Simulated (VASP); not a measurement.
Al: single point with PBEsol

Al:

```
Al
1.0
    -0.06072    1.99362    1.99362
     1.99362   -0.06072    1.99362
     1.99362    1.99362   -0.06072
Al
1
Direct
  0.00000 0.00000 0.00000
```

This cell differs from its parent crystal: equal xy, yz and zx shear strains of -3 %.

```
Program                : VASP 6.6.1
Task                   : single point
Functional             : PBEsol
Potentials or basis    : VASP PAW PBE potentials, release 64 (Al)
Cutoff                 : 520 eV
k mesh                 : 14 × 14 × 14
Occupations            : fermi-dirac, width 0.05 eV
Spin                   : no spin polarisation
Dipole correction      : no
Further INCAR settings : ALGO = Normal; EDIFF = 1e-07; NBANDS = 8
```

```json
{
  "Pressure": "-1.7 GPa"
}
```

Stress tensor (GPa, compression positive):
```
-1.74  0.16  0.16
 0.16 -1.74  0.16
 0.16  0.16 -1.74
```

Levels at points of the mesh, in eV from the Fermi level:
```tsv
k point	band 1	band 2	band 3	band 4	band 5	band 6
(0.00, 0.00, 0.00)	-11.10	12.10	12.10	13.50	13.53	13.53
(0.50, 0.00, 0.00)	-4.65	-4.54	11.10	11.37	11.78	12.11
(0.50, 0.50, 0.00)	-2.90	-1.59	5.04	5.20	6.14	9.09
(0.50, 0.50, 0.50)	-4.32	-3.80	10.63	10.63	10.92	10.92
```

Wall time 14 s on 1 thread of Intel(R) Xeon(R) Platinum 8559C (Emerald Rapids) (shared host), peak memory 0.15 GiB.

Caveat: the cell differs from its parent crystal (equal xy, yz and zx shear strains of -3 %); the PAW data sets were made with another functional, which shifts forces and pressure a little.
